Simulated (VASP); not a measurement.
Wanted: the native input for a VASP 6.6.1 run.

```
Task                   : single point
Functional             : PBEsol
Potentials or basis    : VASP PAW PBE potentials, release 64 (P)
Cutoff                 : 520 eV
k mesh                 : 8 × 1 × 6
Occupations            : gaussian, width 0.05 eV
Spin                   : no spin polarisation
Dipole correction      : no
Further INCAR settings : ALGO = Normal; EDIFF = 1e-07; NBANDS = 18
```

The structure of P lies in POSCAR:

```
P
1.0
    3.4321636213      0.0000000000      0.0000000000
    0.0000000000     36.4441106886      0.0000000000
    0.0000000000      0.0000000000      4.4369100789
P
4
Direct
    0.0000000000      0.9696876236      0.5826201292
    0.0000000000      0.0303123764      0.4173798708
    0.5000000000      0.0303123764      0.0826201292
    0.5000000000      0.9696876236      0.9173798708
```

This cell differs from its parent crystal: strain +0.0450 x Voigt [1, 1, 0, 0, 0, 0].

These files were run (other wordings do the same):

INCAR

```
SYSTEM = P
PREC     = Accurate       ! precision mode
ENCUT    = 520            ! plane-wave cutoff, eV
EDIFF    = 1E-7           ! SCF threshold, eV
ISMEAR   = 0              ! smearing method
SIGMA    = 0.05           ! smearing width, eV
LREAL    = .FALSE.        ! projectors in reciprocal space
LASPH    = .TRUE.         ! aspherical terms in the spheres
NELM     = 60             ! most SCF steps
ALGO     = Normal         ! electronic algorithm
ISIF     = 2              ! what is computed and relaxed
LWAVE    = .FALSE.        ! write WAVECAR
LCHARG   = .FALSE.        ! write CHGCAR
GGA      = PS             ! functional
NBANDS   = 18             ! bands
```

KPOINTS

```
Automatic mesh
0
G
  8 1 6
  0 0 0
```

Potentials or basis: VASP PAW PBE potentials, release 64 (P).

Command:

```bash
$ cat potpaw_PBE.64/P/POTCAR > POTCAR
$ mpirun -np 1 vasp_std > vasp.out
```

It gave:

```json
{
 "Largest force": "0.726 eV/Å",
 "Band gap on the k mesh": "0.54 eV"
}
```

Caveat: the cell differs from its parent crystal (strain +0.0450 x Voigt [1, 1, 0, 0, 0, 0]); the PAW data sets were made with another functional, which shifts forces and pressure a little.

It took 5.8 min on 1 thread of Intel(R) Xeon(R) Platinum 8259CL CPU @ 2.50GHz (Skylake/Cascade Lake), on a shared host, peak memory 0.64 GiB.
